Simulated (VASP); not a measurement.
Runs of VASP 6.6.1 on Ag. The structure is that of space group P6_3/mmc (No. 194), or close to it. The cells are those of the table. This isn't the form of Ag at room conditions, which is fcc.

```csv
cell,gap on the mesh (eV),pressure (GPa)
"a = 2.970, b = 2.970, c = 4.661 Å, angles 90.0, 90.0, 120.0°, 2 atoms",none,-6.4
"a = 2.838, b = 2.838, c = 5.104 Å, angles 90.0, 90.0, 120.0°, 2 atoms",none,(b)
"a = 3.093, b = 3.093, c = 4.298 Å, angles 90.0, 90.0, 120.0°, 2 atoms",none,-3.8
"a = 2.883, b = 2.883, c = 4.948 Å, angles 90.0, 90.0, 120.0°, 2 atoms",none,-6.3
"a = 3.013, b = 3.013, c = 4.531 Å, angles 90.0, 90.0, 120.0°, 2 atoms",none,-5.7
"a = 2.757, b = 2.757, c = 5.409 Å, angles 90.0, 90.0, 120.0°, 2 atoms",none,(a)
```

Alike in all rows: task single point; level PBEsol; potentials or basis VASP PAW PBE potentials, release 64 (Ag); no spin polarisation; k mesh 24 × 24 × 12; cutoff (eV) 520; smearing gaussian 0.15 eV.

Task: Estimate the missing entries.

Result: (a) -2.4; (b) -5.5.

Caveats: the PAW data sets were made with another functional, which shifts forces and pressure a little; the cell stands under tension (at least some runs).

A k mesh can miss the band edges, and the runs leave out spin-orbit coupling on Ag.

A gap of «none» marks levels without a gap at the run's occupations.
